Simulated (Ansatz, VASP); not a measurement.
# W in VASP and in Ansatz

```xyz
2
Lattice="2.7792 0.0000 0.0000 -1.3896 2.4068 0.0000 0.0000 0.0000 4.9492" Properties=species:S:1:pos:R:3 pbc="T T T"
W     0.0000    1.6045    1.2373
W     1.3896    0.8023    3.7119
```

Alike in both runs: task relaxation of cell and atoms; functional PBE; k mesh 18 × 18 × 8; occupations gaussian, width 0.1 eV; no spin polarisation.

```csv
,VASP,Ansatz
version,VASP 6.6.1,Ansatz 0.2.0
potentials or method,"VASP PAW PBE potentials, release 64 (W_sv), cutoff 600 eV","scalar-relativistic, plane waves, PAW"
valence electrons in the cell,28,28
```

|  | VASP | Ansatz | Ansatz less VASP |
| --- | --- | --- | --- |
| gap on the k mesh at the Fermi level, each at its own relaxed structure (eV) | none | none | - |
| relaxed volume (Å³/atom) | 16.56 | 16.53 | -0.035 |
| relaxed cell length with the largest relative difference (Å) | 2.779 | 2.777 | -0.0022 |

A gap of «none» marks a metal or a gap that the smearing closes.

Neither program's run includes spin-orbit coupling.
